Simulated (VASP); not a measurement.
# Sc (P6/mmm) in VASP: a series of runs

Runs on Sc. Level: PBE. Tasks: single point.

All numbers are computed with VASP 6.6.1; they aren't measurements. Logs are shortened: lines on timing, memory, paths and dates and some standing lists are left out, and cuts for length are marked.

**1. The cell of the first run**

It takes space group P6/mmm (No. 191, hexagonal). Conventional cell: a = 5.207 Å, b = 5.207 Å, c = 3.262 Å, α = 90.00°, β = 90.00°, γ = 120.00°. Within 4.3 Å of Sc (site symmetry 6/mmm) lie 14 Sc at 3.26 to 3.42 Å. Within 4.0 Å of Sc (site symmetry -6m2) lie 11 Sc at 3.01 to 3.42 Å.

This isn't the form of Sc at room conditions, which is hcp.

**2. Single point, PBE (25.53 Å³/atom)**

Contents of INCAR:

```
SYSTEM = Sc
ALGO = Normal
EDIFF = 1E-7
ENCUT = 520
GGA = PE
ISIF = 2
ISMEAR = -1
LASPH = .TRUE.
LCHARG = .FALSE.
LREAL = .FALSE.
LWAVE = .FALSE.
NBANDS = 24
NELM = 100
PREC = Accurate
SIGMA = 0.1
```

Contents of KPOINTS:

```
k-points
0
G
  8 8 11
  0 0 0
```

Contents of POSCAR:

```
Sc
1.0
    5.2072794045      0.0000000000      0.0000000000
   -2.6036397022      4.5096362489      0.0000000000
    0.0000000000      0.0000000000      3.2617130829
Sc
3
Direct
    1.0000000000      1.0000000000      0.0000000000
    0.3333333333      0.6666666667      0.5000000000
    0.6666666667      0.3333333333      0.5000000000
```

Potentials or basis: VASP PAW PBE potentials, release 64 (Sc_sv).

Run with:

```sh
> cat potpaw_PBE.64/Sc_sv/POTCAR > POTCAR
> mpirun -np 1 vasp_std > vasp.out
```

OUTCAR:

```text
SYSTEM = Sc
   EDIFF = 1E-7
   ENCUT = 520
   GGA = PE
   ISIF = 2
   ISMEAR = -1
   LASPH = .TRUE.
   LREAL = .FALSE.
   NELM = 100
   PREC = Accurate

 ion  position               nearest neighbor table
   1  0.000  0.000  0.000-   2 3.42   3 3.42   2 3.42   3 3.42   2 3.42   2 3.42   3 3.42   3 3.42
                             3 3.42   3 3.42   2 3.42   2 3.42
   2  0.333  0.667  0.500-   3 3.01   3 3.01   3 3.01   1 3.42   1 3.42   1 3.42   1 3.42   1 3.42
                             1 3.42
   3  0.667  0.333  0.500-   2 3.01   2 3.01   2 3.01   1 3.42   1 3.42   1 3.42   1 3.42   1 3.42
                             1 3.42

  LATTYP: Found a hexagonal cell.
 ALAT       =     5.2072794045
 C/A-ratio  =     0.6263756617

  Lattice vectors:

 A1 = (   5.2072794045,   0.0000000000,   0.0000000000)
 A2 = (  -2.6036397022,   4.5096362489,   0.0000000000)
 A3 = (   0.0000000000,   0.0000000000,   3.2617130829)

Analysis of symmetry for initial positions (statically):
=====================================================================
 Subroutine PRICEL returns:
 Original cell was already a primitive cell.

 Routine SETGRP: Setting up the symmetry group for a
 hexagonal supercell.

 Subroutine GETGRP returns: Found 24 space group operations
 (whereof 24 operations were pure point group operations)
 out of a pool of 24 trial point group operations.

The static configuration has the point symmetry D_6h.

Analysis of symmetry for dynamics (positions and initial velocities):
=====================================================================
 Subroutine PRICEL returns:
 Original cell was already a primitive cell.

 Routine SETGRP: Setting up the symmetry group for a
 hexagonal supercell.

 Subroutine GETGRP returns: Found 24 space group operations
 (whereof 24 operations were pure point group operations)
 out of a pool of 24 trial point group operations.

The dynamic configuration has the point symmetry D_6h.

 Subroutine INISYM returns: Found 24 space group operations
 (whereof 24 operations are pure point group operations),
 and found     1 'primitive' translations

----------------------------------------------------------------------------------------

                                     Primitive cell

  volume of cell :      76.5946

  direct lattice vectors                    reciprocal lattice vectors
     5.207279405  0.000000000  0.000000000     0.192038860  0.110873687  0.000000000
    -2.603639702  4.509636249  0.000000000     0.000000000  0.221747375  0.000000000
     0.000000000  0.000000000  3.261713083     0.000000000  0.000000000  0.306587359

  length of vectors
     5.207279405  5.207279404  3.261713083     0.221747375  0.221747375  0.306587359

  position of ions in fractional coordinates (direct lattice)
     0.000000000  0.000000000  0.000000000
     0.333333333  0.666666667  0.500000000
     0.666666667  0.333333333  0.500000000

  ion indices of the primitive-cell ions
   primitive index   ion index
                 1           1
                 2           2
                 3           3

----------------------------------------------------------------------------------------

 KPOINTS: k-points

Automatic generation of k-mesh.
 Grid dimensions read from file:
 generate k-points for:    8    8   11

 Generating k-lattice:

  Cartesian coordinates                     Fractional coordinates (reciprocal lattice)
     0.024004857  0.013859211  0.000000000     0.125000000  0.000000000  0.000000000
     0.000000000  0.027718422  0.000000000     0.000000000  0.125000000  0.000000000
     0.000000000  0.000000000  0.027871578     0.000000000  0.000000000  0.090909091

  Length of vectors
     0.027718422  0.027718422  0.027871578

  Shift w.r.t. Gamma in fractional coordinates (k-lattice)
     0.000000000  0.000000000  0.000000000

 Subroutine IBZKPT returns following result:
 ===========================================

 Found     60 irreducible k-points:

 Following reciprocal coordinates:
            Coordinates               Weight
  0.000000  0.000000  0.000000      1.000000
  0.125000 -0.000000  0.000000      6.000000
  0.250000 -0.000000  0.000000      6.000000
  0.375000  0.000000  0.000000      6.000000
  0.500000 -0.000000  0.000000      3.000000
  0.125000  0.125000  0.000000      6.000000
[... 16 lines left out ...]
  0.250000 -0.000000  0.181818     12.000000
  0.375000  0.000000  0.181818     12.000000
 [... further k-points ...]
   k-points           NKPTS =     60   k-points in BZ     NKDIM =     60   number of bands    NBANDS=     24
   number of dos      NEDOS =    301   number of ions     NIONS =      3
   total plane-waves  NPLWV =  38400
   dimension x,y,z NGX =    40 NGY =   40 NGZ =   24
   dimension x,y,z NGXF=    80 NGYF=   80 NGZF=   48
   ions per type =               3
   NGX,Y,Z   is equivalent  to a cutoff of  12.77, 12.77, 12.23 a.u.
   NGXF,Y,Z  is equivalent  to a cutoff of  25.54, 25.54, 24.47 a.u.
 SYSTEM =  Sc
   PREC   = accura    normal or accurate (medium, high low for compatibility)
   ISTART =      0    job   : 0-new  1-cont  2-samecut
   ICHARG =      2    charge: 1-file 2-atom 10-const
   ISPIN  =      1    spin polarized calculation?
   LNONCOLLINEAR =      F non collinear calculations
   LSORBIT =      F    spin-orbit coupling
   LASPH  =      T    aspherical Exc in radial PAW
   ENCUT  =  520.0 eV  38.22 Ry    6.18 a.u.   9.68  9.68  6.06*2*pi/ulx,y,z
   NELM   =    100;   NELMIN=  2; NELMDL= -5     # of ELM steps
   EDIFF  = 0.1E-06   stopping-criterion for ELM
   LREAL  =      F    real-space projection
   EDIFFG = 0.1E-05   stopping-criterion for IOM
   NSW    =      0    number of steps for IOM
   IBRION =     -1    ionic relax: 0-MD 1-quasi-New 2-CG
   NFREE  =      0    steps in history (QN), initial steepest desc. (CG)
   ISIF   =      2    stress and relaxation
   ISYM   =      2    0-nonsym 1-usesym 2-fastsym
   POTIM  = 0.5000    time-step for ionic-motion
   TEBEG  =    0.0;   TEEND  =   0.0 temperature during run
   PSTRESS=    0.0 pullay stress
   NELECT =      33.0000    total number of electrons
   NUPDOWN=      -1.0000    fix difference up-down
   EMIN   =  10.00;   EMAX   =-10.00  energy-range for DOS
   EFERMI =   0.00;   METHOD = LEGACY
   ISMEAR =    -1;   SIGMA  =   0.10  broadening in eV -4-tet -1-fermi 0-gaus
   EFERMI_NEDOS =   21; number of points for ismear=-14 and -15
   IALGO  =     38    algorithm
   IMIX   =      4    mixing-type and parameters
     AMIX     =   0.40;   BMIX     =  1.00
     AMIX_MAG =   1.60;   BMIX_MAG =  1.00
  volume/ion in A,a.u.               =      25.53       172.30
  Fermi-wavevector in a.u.,A,eV,Ry     =   1.236460  2.336571 20.801043  1.528833
  Thomas-Fermi vector in A             =   2.371068
   LORBIT       =      0    0 simple, 1 ext, 2 COOP (PROOUT), +10 PAW based schemes
   GGA     = PE    functional components
   LHFCALC =     F    Hartree Fock is set to
   AEXX    =    0.0000 exact exchange contribution
   IVDW    =     0    specifies the selected vdW correction
   LEPSILON=     F    determine dielectric tensor
   LRPA    =     F    only Hartree local field effects (RPA)
 non-spin polarized calculation
  energy-cutoff  :      520.00
  volume of cell :       76.59
 maximum number of plane-waves:      2089
 NGX is ok and might be reduce to    40
   NGX = 19   NGY = 19   NGZ = 13

 number of electron      33.0000000 magnetization

 Free energy of the ion-electron system (eV)
  ---------------------------------------------------
  ext. energy  EPLUGINS =         0.00000000
  ---------------------------------------------------
  free energy    TOTEN  =       -18.65221410 eV

  energy without entropy =      -18.45198532  energy(sigma->0) =      -18.55209971

 E-fermi :   3.4393     XC(G=0):  -9.7329

 val. band max:        3.4351098760   @ k =   0.2500  -0.0000   0.0000
 cond. band min:       3.4473660749   @ k =   0.1250  -0.0000   0.0909
 fundamental gap:      0.0122561989
 Fermi energy:         3.4392829910

 k-point     1 :       0.0000    0.0000    0.0000
  band No.  band energies     occupation
      1     -46.0776      2.00000
      2     -46.0315      2.00000
      3     -45.9758      2.00000
      4     -24.8022      2.00000
      5     -24.8022      2.00000
      6     -24.7216      2.00000
[... 16 lines left out ...]
     23       5.7361      0.00000
     24       5.7610      0.00000

 k-point     2 :       0.1250   -0.0000    0.0000
  band No.  band energies     occupation
      1     -46.0748      2.00000
      2     -46.0317      2.00000
      3     -45.9785      2.00000
      4     -24.8222      2.00000
      5     -24.8103      2.00000
      6     -24.7000      2.00000
[... 16 lines left out ...]
     23       5.5008      0.00000
     24       5.5300      0.00000

 k-point     3 :       0.2500   -0.0000    0.0000
  band No.  band energies     occupation
      1     -46.0676      2.00000
      2     -46.0317      2.00000
      3     -45.9858      2.00000
      4     -24.8534      2.00000
      5     -24.8074      2.00000
      6     -24.6644      2.00000
[... 16 lines left out ...]
     23       5.4536      0.00000
     24       5.7795      0.00000

 k-point     4 :       0.3750    0.0000    0.0000
  band No.  band energies     occupation
      1     -46.0596      2.00000
      2     -46.0301      2.00000
      3     -45.9954      2.00000
      4     -24.8760      2.00000
      5     -24.7764      2.00000
      6     -24.6586      2.00000
[... 16 lines left out ...]
     23       5.5488      0.00000
     24       6.1668      0.00000

 k-point     5 :       0.5000   -0.0000    0.0000
  band No.  band energies     occupation
      1     -46.0562      2.00000
      2     -46.0281      2.00000
      3     -46.0009      2.00000
      4     -24.8841      2.00000
      5     -24.7324      2.00000
      6     -24.7048      2.00000
[... 451 lines left out ...]
 k-point    22 :       0.1250   -0.0000    0.1818
  band No.  band energies     occupation
      1     -46.0657      2.00000
      2     -46.0293      2.00000
      3     -45.9730      2.00000
      4     -24.8098      2.00000
      5     -24.7986      2.00000
      6     -24.6927      2.00000
[... 16 lines left out ...]
     23       5.4476      0.00000
     24       5.5717      0.00000

 k-point    23 :       0.2500   -0.0000    0.1818
  band No.  band energies     occupation
      1     -46.0593      2.00000
      2     -46.0284      2.00000
      3     -45.9803      2.00000
      4     -24.8360      2.00000
      5     -24.7950      2.00000
      6     -24.6745      2.00000
[... 16 lines left out ...]
     23       5.4638      0.00000
     24       5.7134      0.00000

 k-point    24 :       0.3750    0.0000    0.1818
  band No.  band energies     occupation
      1     -46.0528      2.00000
      2     -46.0254      2.00000
      3     -45.9899      2.00000
      4     -24.8558      2.00000
      5     -24.7710      2.00000
      6     -24.6818      2.00000
[... 16 lines left out ...]
     23       5.5880      0.00000
     24       6.0187      0.00000

 [... further k-points ...]

------------------------ aborting loop because EDIFF is reached ----------------------------------------

  FORCE on cell =-STRESS in cart. coord.  units (eV):
  Direction    XX          YY          ZZ          XY          YZ          ZX
  --------------------------------------------------------------------------------------
  -------------------------------------------------------------------------------------
  Total       -0.8931419     -0.8931419     -0.9454074     -0.0000000     -0.0000000      0.0000000
  in kB      -18.6824093    -18.6824093    -19.7756812     -0.0000000     -0.0000000      0.0000000
  external PRESSURE =     -19.0468333 kB  Pullay stress =       0.0000000 kB

 VOLUME and BASIS-vectors are now :
 -----------------------------------------------------------------------------
  energy-cutoff  :      520.00
  volume of cell :       76.59
      direct lattice vectors                 reciprocal lattice vectors
     5.207279405  0.000000000  0.000000000     0.192038860  0.110873687  0.000000000
    -2.603639702  4.509636249  0.000000000     0.000000000  0.221747375  0.000000000
     0.000000000  0.000000000  3.261713083     0.000000000  0.000000000  0.306587359

 POSITION                                       TOTAL-FORCE (eV/Angst)
 -----------------------------------------------------------------------------------
      0.00000      0.00000      0.00000        -0.000000      0.000000      0.000000
     -0.00000      3.00642      1.63086         0.000000      0.000000     -0.000000
      2.60364      1.50321      1.63086        -0.000000     -0.000000      0.000000
 -----------------------------------------------------------------------------------
    total drift:                               -0.000000      0.000000      0.000000

  FREE ENERGIE OF THE ION-ELECTRON SYSTEM (eV)
  ---------------------------------------------------
  free  energy   TOTEN  =       -18.6522141040 eV

  energy  without entropy=      -18.4519853157  energy(sigma->0) =      -18.55209971
```

Wall time 2.3 min (1 thread of Intel Xeon 8259CL, shared host); peak memory 0.23 GiB.

What came out:

| Property | Result |
| --- | --- |
| Free energy | -18.6522 eV |
| Pressure | -1.9 GPa |
| Band gap on the k mesh | zero (an odd number of electrons rules out a gap without spin polarisation) |

Levels at points of the mesh, in eV from the Fermi level:
```tsv
k point	band 13	band 14	band 15	band 16	band 17	band 18	band 19	band 20
(0.00, 0.00, 0.00)	-5.01	-0.71	-0.06	-0.06	-0.05	-0.05	0.64	1.52
(0.50, 0.00, 0.00)	-3.06	-3.01	-1.53	0.46	0.59	0.62	0.63	0.97
```

**3. Single point, PBE (26.51 Å³/atom)**

This run uses another cell than the first one, of 26.51 Å³/atom.

Contents of INCAR:

```
SYSTEM = Sc
  ALGO = Normal
  EDIFF = 1E-6
  ENCUT = 520
  GGA = PE
  ISIF = 2
  ISMEAR = -1
  LASPH = .TRUE.
  LCHARG = .TRUE.
  LELF = .TRUE.
  LREAL = .FALSE.
  LVHAR = .TRUE.
  LWAVE = .FALSE.
  NBANDS = 24
  NELM = 100
  PREC = Accurate
  SIGMA = 0.1
```

KPOINTS is that of step 2.

Contents of POSCAR:

```
Sc
1.0
    5.2732013318      0.0000000000      0.0000000000
   -2.6366006659      4.5667263126      0.0000000000
    0.0000000000      0.0000000000      3.3030049738
Sc
3
Direct
    1.0000000000      1.0000000000      0.0000000000
    0.3333333333      0.6666666667      0.5000000000
    0.6666666667      0.3333333333      0.5000000000
```

Potentials or basis: VASP PAW PBE potentials, release 64 (Sc_sv).

Run with:

```sh
> cat potpaw_PBE.64/Sc_sv/POTCAR > POTCAR
> mpirun -np 1 vasp_std > vasp.out
```

It took 2.8 min on 1 thread of Intel Xeon 8259CL, shared host; peak memory 0.25 GiB.

Results (log left out):

| Quantity | Value |
| --- | --- |
| Free energy | -18.6029 eV |
| Pressure | -3.5 GPa |
| Band gap on the k mesh | zero (an odd number of electrons rules out a gap without spin polarisation) |

Stress tensor (GPa, compression positive):
```
-3.47  0.00  0.00
 0.00 -3.47  0.00
 0.00  0.00 -3.65
```

Levels at points of the mesh, in eV from the Fermi level:
```tsv
k point	band 13	band 14	band 15	band 16	band 17	band 18	band 19	band 20
(0.00, 0.00, 0.00)	-4.94	-0.67	-0.07	-0.07	-0.07	-0.07	0.60	1.46
(0.50, 0.00, 0.00)	-3.04	-3.00	-1.49	0.46	0.55	0.57	0.62	0.94
```

Caveat: the cell stands under tension.

(Part 1 of 2 ends here.)
